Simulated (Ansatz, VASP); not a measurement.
# Two plane-wave programs on KMgPd3

INCAR

```
SYSTEM = KMgPd3
  PREC = Accurate
  ENCUT = 840
  EDIFF = 1E-6
  ISMEAR = 0
  SIGMA = 0.1
  LREAL = .False.
  LASPH = .True.
  NELM = 120
  ALGO = Normal
  ISIF = 2
  LWAVE = .False.
  LCHARG = .True.
  GGA = PE
  LELF = .True.
  LVHAR = .True.
  NBANDS = 44
  GGA_COMPAT = .False.
```

The input KPOINTS:

```
regular mesh
0
Gamma
  4 4 4
  0 0 0
```

File POSCAR:

```
KMgPd3
1.0
    4.6667201900      0.0000000000      0.0000000000
    0.0000000000      4.6667201900      0.0000000000
    0.0000000000      0.0000000000      4.6667201900
K Mg Pd
1 1 3
Direct
    0.5000000000      0.5000000000      0.5000000000
    0.0000000000      0.0000000000      0.0000000000
    0.5000000000      0.5000000000      0.0000000000
    0.5000000000      0.0000000000      0.5000000000
    0.0000000000      0.5000000000      0.5000000000
```

Input for Ansatz:

```yaml
crystal:
  lattice:
    - [4.66672019, 0.0, 0.0]
    - [0.0, 4.66672019, 0.0]
    - [0.0, 0.0, 4.66672019]
  atoms:
    - { symbol: K, position: [0.5, 0.5, 0.5] }
    - { symbol: Mg, position: [0.0, 0.0, 0.0] }
    - { symbol: Pd, position: [0.5, 0.5, 0.0] }
    - { symbol: Pd, position: [0.5, 0.0, 0.5] }
    - { symbol: Pd, position: [0.0, 0.5, 0.5] }
basis:
  ecutwfc: 420
kpoints:
  mp_grid: { grid: [4, 4, 4] }
hamiltonian:
  xc: pbe
scf:
  occupations: { method: gaussian, width: 0.1 }
  lower_state_search: "off"
output:
  forces: true
  stress: true
  eigenvalues: true
```

Change from the starting cell: species swapped into the Dy3AlN type (Pm-3m, No. 221).

Alike in both runs: task single point; functional PBE; k mesh 4 × 4 × 4; occupations gaussian, width 0.1 eV; no spin polarisation.

```csv
,VASP,Ansatz
version,VASP 6.6.1,Ansatz 0.2.0
potentials or method,"VASP PAW PBE potentials, release 64 (K_sv, Mg_sv, Pd_sv_GW), cutoff 840 eV","scalar-relativistic, plane waves, PAW"
valence electrons in the cell,73,73
```

```tsv
	VASP	Ansatz	Ansatz less VASP
gap on the k mesh at the Fermi level (eV)	none	none	-
pressure (GPa)	11.6	10.8	-0.80
```

A gap of «none» marks a metal or a gap that the smearing closes.
